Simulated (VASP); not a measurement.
C, 2 atoms in the cell. It takes space group Fmmm (No. 69, orthorhombic). The conventional cell has a = 2.459 Å, b = 4.259 Å, c = 7.377 Å, α = 90.00°, β = 90.00°, γ = 90.00°. Within 1.9 Å of C (site symmetry m2m) lie 3 C at 1.42 Å. 

```yaml
Program: VASP 6.6.1
Task: relaxation of cell and atoms
Functional: PBEsol
Potentials_or_basis: VASP PAW PBE potentials, release 64 (C)
Cutoff: 600 eV
k_mesh: 14 × 14 × 14
Occupations: gaussian, width 0.02 eV
Spin: no spin polarisation
Dipole_correction: no
Further_INCAR_settings: ALGO = Normal; EDIFF = 1e-06; IBRION = 2; EDIFFG = -0.005; NSW = 100; ISIF = 3
```

Potentials or basis: VASP PAW PBE potentials, release 64 (C).

The run is started by

```console
$ cat potpaw_PBE.64/C/POTCAR > POTCAR
$ mpirun -np 1 vasp_std > vasp.out
```

Hardware: 1 thread of Intel(R) Xeon(R) Platinum 8375C CPU @ 2.90GHz (Ice Lake), with other jobs on the host.

Task: Estimate the wall time of this run.

Result: It took 8.1 min on 1 thread of Intel(R) Xeon(R) Platinum 8375C CPU @ 2.90GHz (Ice Lake), on a shared host, peak memory 0.2 GiB. Counts: scf iterations 76, k points 428, ion steps 17.
